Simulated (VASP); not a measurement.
A run of VASP 6.6.1 is set up as follows.

The input POSCAR:

```
Al
1.0
    0.0000000000      2.0645171409      2.0645171409
    2.0645171409      0.0000000000      2.0645171409
    2.0645171409      2.0645171409      0.0000000000
Al
1
Direct
    0.0000000000      0.0000000000      0.0000000000
```

INCAR.step1

```
PREC = Accurate
ENCUT = 520
EDIFF = 1E-5
ISMEAR = -1
SIGMA = 0.05
LREAL = False
LASPH = True
NELM = 60
ALGO = Normal
ISIF = 2
LWAVE = True
LCHARG = False
GGA = PE
NBANDS = 8
```

File INCAR.step2:

```
PREC = Accurate
ENCUT = 520
EDIFF = 1E-7
ISMEAR = -1
SIGMA = 0.05
LREAL = False
LASPH = True
NELM = 60
ALGO = Normal
ISIF = 2
LWAVE = False
LCHARG = False
METAGGA = R2SCAN
LHFCALC = True
AEXX = 0.1
LMIXTAU = True
PRECFOCK = Normal
ISTART = 1
NBANDS = 8
```

File KPOINTS:

```
Automatic mesh
0
Gamma
  6 6 6
```

Potentials or basis: VASP PAW PBE potentials, release 64 (Al).

Run with:

```console
$ cat potpaw_PBE.64/Al/POTCAR > POTCAR
$ cp INCAR.step1 INCAR
$ mpirun -np 1 vasp_std > vasp.out
$ cp INCAR.step2 INCAR
$ mpirun -np 1 vasp_std > vasp.out
```

Task: What does it give for the pressure?

Result: -7.0 GPa.

Caveat: the k points lie up to 0.44 Å⁻¹ apart; the PAW data sets were made with another functional, which shifts forces and pressure a little.
